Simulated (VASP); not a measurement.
A run of VASP 6.6.1 is set up as follows.

Contents of INCAR:

```
SYSTEM = TiO2
ALGO = Normal
EDIFF = 1E-7
ENCUT = 520
GGA = PE
ISIF = 2
ISMEAR = 0
IVDW = 12
LASPH = .TRUE.
LCHARG = .TRUE.
LDAU = .TRUE.
LDAUJ = 0 0
LDAUL = 2 -1
LDAUPRINT = 1
LDAUTYPE = 2
LDAUU = 4 0
LELF = .TRUE.
LMAXMIX = 4
LREAL = .FALSE.
LVHAR = .TRUE.
LWAVE = .FALSE.
NBANDS = 19
NELM = 150
PREC = Accurate
SIGMA = 0.05
```

File KPOINTS:

```
k-points
0
G
  9 9 9
  0 0 0
```

The input POSCAR:

```
TiO2
1.0
    1.5040433916      0.8683598570      4.8951988906
   -1.5040433916      0.8683598570      4.8951988906
    0.0000000000     -1.7367197141      4.8951988906
Ti O
1 2
Direct
    0.0000000000      0.0000000000      0.0000000000
    0.6017580785      0.6017580785      0.6017580785
    0.3982419215      0.3982419215      0.3982419215
```

Potentials or basis: VASP PAW PBE potentials, release 64 (Ti_sv, O).

The run is started by

```sh
$ cat potpaw_PBE.64/Ti_sv/POTCAR potpaw_PBE.64/O/POTCAR > POTCAR
$ mpirun -np 1 vasp_std > vasp.out
```

Problem. Estimate the band gap on the k mesh.

Solution. 3.02 eV (least direct gap 3.32 eV).

Problem. Estimate the pressure.

Solution. 3.6 GPa.

Forces in eV/Å, atoms in the order of the input:
```
Ti   0.000  0.000  0.000
O    0.000  0.000 -0.391
O    0.000  0.000  0.391
```

Caveat: the cell stands under pressure; an odd mesh through Γ misses points on the zone boundary, where band edges can lie.
